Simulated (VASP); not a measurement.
Input of a VASP 6.6.1 run:

The input INCAR:

```
SYSTEM = KTaO3
PREC = Accurate
ENCUT = 600
EDIFF = 1E-6
ISMEAR = -1
SIGMA = 0.05
LREAL = .False.
LASPH = .True.
NELM = 100
ALGO = Normal
ISIF = 3
LWAVE = .False.
LCHARG = .False.
GGA = PS
IBRION = 2
NSW = 60
EDIFFG = -0.01
```

Contents of KPOINTS:

```
regular mesh
0
Gamma
  7 7 7
  0 0 0
```

Contents of POSCAR:

```
KTaO3
1.0
    3.9883000000      0.0000000000      0.0000000000
    0.0000000000      3.9883000000      0.0000000000
    0.0000000000      0.0000000000      3.9883000000
Ta K O
1 1 3
Direct
    0.0000000000      0.0000000000      0.0000000000
    0.5000000000      0.5000000000      0.5000000000
    0.0000000000      0.0000000000      0.5000000000
    0.0000000000      0.5000000000      0.0000000000
    0.5000000000      0.0000000000      0.0000000000
```

Potentials or basis: VASP PAW PBE potentials, release 64 (Ta_pv, K_sv, O).

The run is started by

```sh
$ cat potpaw_PBE.64/Ta_pv/POTCAR potpaw_PBE.64/K_sv/POTCAR potpaw_PBE.64/O/POTCAR > POTCAR
$ mpirun -np 1 vasp_std > vasp.out
```

Task: Predict the band gap on the k mesh.

Result: 2.14 eV, indirect (least direct gap 2.71 eV).

Task: Estimate the space group after relaxing (to 0.05 Å).

Result: Pm-3m (No. 221).

Final structure:
```cif
data_structure
_symmetry_space_group_name_H-M 'P 1'
_symmetry_Int_Tables_number 1
_cell_length_a 3.9891
_cell_length_b 3.9891
_cell_length_c 3.9891
_cell_angle_alpha 90.000
_cell_angle_beta 90.000
_cell_angle_gamma 90.000
_cell_volume 63.48
loop_
_atom_site_label
_atom_site_type_symbol
_atom_site_fract_x
_atom_site_fract_y
_atom_site_fract_z
_atom_site_occupancy
Ta1 Ta 0.00000 0.00000 0.00000 1
K1 K 0.50000 0.50000 0.50000 1
O1 O 0.00000 0.00000 0.50000 1
O2 O 0.00000 0.50000 0.00000 1
O3 O 0.50000 0.00000 0.00000 1
```

Caveat: spin-orbit coupling is left out, which moves the levels of the heavy elements. As with any semilocal functional, this PBEsol gap is likely too small.
